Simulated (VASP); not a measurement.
Nb, 1 atom in the cell. Symmetry: I4/mmm, No. 139, tetragonal system. The conventional cell has a = 2.991 Å, b = 2.991 Å, c = 3.807 Å, α = 90.00°, β = 90.00°, γ = 90.00°. Nb (site symmetry 4/mmm) has 14 Nb at 2.85 to 3.81 Å within 3.9 Å.  This cell differs from its parent crystal: strain -0.1000 x Voigt [1, 0, 0, 0, 0, 0].

- Program: VASP 6.6.1
- Task: single point
- Functional: PBE
- Potentials or basis: VASP PAW PBE potentials, release 64 (Nb_sv)
- Cutoff: 520 eV
- k mesh: 20 × 20 × 20
- Occupations: gaussian, width 0.15 eV
- Spin: no spin polarisation
- Dipole correction: no
- Further INCAR settings: ALGO = Normal; EDIFF = 1e-06; NBANDS = 12

Potentials or basis: VASP PAW PBE potentials, release 64 (Nb_sv).

Run with:

```console
$ cat potpaw_PBE.64/Nb_sv/POTCAR > POTCAR
$ mpirun -np 1 vasp_std > vasp.out
```

Hardware: 1 thread of Intel Xeon 8259CL, on a shared host.

**Question.** How long does it take, and how much memory?

**Answer.** Wall time 3.1 min on 1 thread of Intel Xeon 8259CL (shared host), peak memory 0.25 GiB. Counts: scf iterations 12, k points 641.
